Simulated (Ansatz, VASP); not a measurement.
Au: VASP beside Ansatz

```
Au
1.0
     2.90000    0.00000    0.00000
    -1.45000    2.51147    0.00000
     0.00000    0.00000    4.88000
Au
2
Cartesian
  -0.2250 1.4493 3.6600
  1.4500 0.8372 1.2200
```

Alike in both runs: task single point; functional PBEsol; k mesh 18 × 18 × 10; occupations gaussian, width 0.15 eV; no spin polarisation.

```csv
,VASP,Ansatz
version,VASP 6.6.1,Ansatz 0.2.0
potentials or method,"VASP PAW PBE potentials, release 64 (Au), cutoff 520 eV","scalar-relativistic, plane waves, PAW"
valence electrons in the cell,22,38
```

```csv
,VASP,Ansatz,Ansatz less VASP
gap on the k mesh at the Fermi level (eV),none,none,-
pressure (GPa),-5.7,-5.5,+0.21
"traceless stress, the component that is largest in VASP (GPa)",1.70,1.73,+0.023
rms of the force components (eV/Å),0.133,0.133,-0.0002
```

VASP's potentials were made for PBE, not for PBEsol. Atom by atom the forces differ by 0.000 eV/Å (rms over components). A gap of «none» marks a metal or a gap that the smearing closes. With one functional, cell and mesh, what is left measures potentials, basis and numerics. VASP's potentials hold 22 valence electrons a cell and Ansatz's 38, so a difference there can come from the potentials and not from the codes.

Spin-orbit coupling is off throughout.
